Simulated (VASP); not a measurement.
Wanted: the native input for a VASP 6.6.1 run.

```yaml
Task: single point
Functional: PBE
Potentials_or_basis: VASP PAW PBE potentials, release 64 (Ta_pv, Si, I, O)
Cutoff: 520 eV
k_mesh: 8 × 8 × 4
Occupations: gaussian, width 0.1 eV
Spin: no spin polarisation
Dipole_correction: no
Further_INCAR_settings: ALGO = Normal; EDIFF = 1e-07; NBANDS = 32
```

The structure of Ta2SiI2O lies in POSCAR:

```
Ta2SiI2O
1.0
    4.1018874884      0.0000000000      0.0000000000
    0.0000000000      4.1018874884      0.0000000000
    0.0000000000      0.0000000000      8.8730944039
Ta Si I O
2 1 2 1
Direct
    0.5000000000      0.0000000000      0.9458871583
    0.0000000000      0.5000000000      0.9458871583
    0.5000000000      0.5000000000      0.1225986757
    0.5000000000      0.5000000000      0.6910499451
    0.0000000000      0.0000000000      0.4052285066
    0.0000000000      0.0000000000      0.8893495060
```

The cell was generated, and may not be a known phase.

The input as run:

INCAR

```
SYSTEM = Ta2SiI2O
PREC = Accurate
ENCUT = 520
EDIFF = 1E-7
ISMEAR = 0
SIGMA = 0.1
LREAL = .False.
LASPH = .True.
NELM = 80
ALGO = Normal
ISIF = 2
LWAVE = .False.
LCHARG = .False.
GGA = PE
NBANDS = 32
```

KPOINTS

```
regular mesh
0
Gamma
  8 8 4
  0 0 0
```

Potentials or basis: VASP PAW PBE potentials, release 64 (Ta_pv, Si, I, O).

The run is started by

```bash
$ cat potpaw_PBE.64/Ta_pv/POTCAR potpaw_PBE.64/Si/POTCAR potpaw_PBE.64/I/POTCAR potpaw_PBE.64/O/POTCAR > POTCAR
$ mpirun -np 1 vasp_std > vasp.out
```

It gave:

```yaml
Pressure: 0.1 GPa
Largest_force: 0.015 eV/Å
Band_gap_on_the_k_mesh: zero (bands 23 and 24 overlap by 0.47 eV)
```

Caveat: spin-orbit coupling is left out, which moves the levels of the heavy elements.

Wall time 7.4 min on 1 thread of Intel Xeon 8259CL, on a shared host, peak memory 0.4 GiB.
